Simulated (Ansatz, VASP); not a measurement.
# Two plane-wave programs on P2Se2O

```
P Se O
1.0
    -2.54068    2.54068    4.01001
     2.54068   -2.54068    4.01001
     2.54068    2.54068   -4.01001
P Se O
2 2 1
Direct
  0.79875 0.79875 0.00000
  0.20125 0.20125 0.00000
  0.25000 0.75000 0.50000
  0.75000 0.25000 0.50000
  0.00000 0.00000 0.00000
```

Change from the starting cell: species swapped into the CeSi2Pd2 type (I4/mmm, No. 139).

Alike in both runs: functional PBE; dispersion D3(BJ); k mesh 10 × 10 × 10; occupations gaussian, width 0.1 eV; no spin polarisation.

Ansatz relaxed the structure, and its values are those at the end. VASP's run is a single point on that final structure, the one shown.

|  | VASP | Ansatz |
| --- | --- | --- |
| version | VASP 6.6.1 | Ansatz 0.2.0 |
| potentials or method | VASP PAW PBE potentials, release 64 (P, Se, O), cutoff 520 eV | scalar-relativistic, plane waves, PAW |
| valence electrons in the cell | 28 | 48 |

|  | VASP | Ansatz | Ansatz less VASP |
| --- | --- | --- | --- |
| gap on the k mesh at the Fermi level (eV) | 0.03 | 0.03 | -0.001 |
| least direct gap on the mesh (eV) | 0.17 | 0.17 | 0.000 |
| pressure (GPa) | -0.2 | 0.0 | +0.25 |
| rms of the force components (eV/Å) | 0.049 | 0.001 | -0.0485 |

VASP's potentials hold 28 valence electrons a cell and Ansatz's 48, so a difference there can come from the potentials and not from the codes.
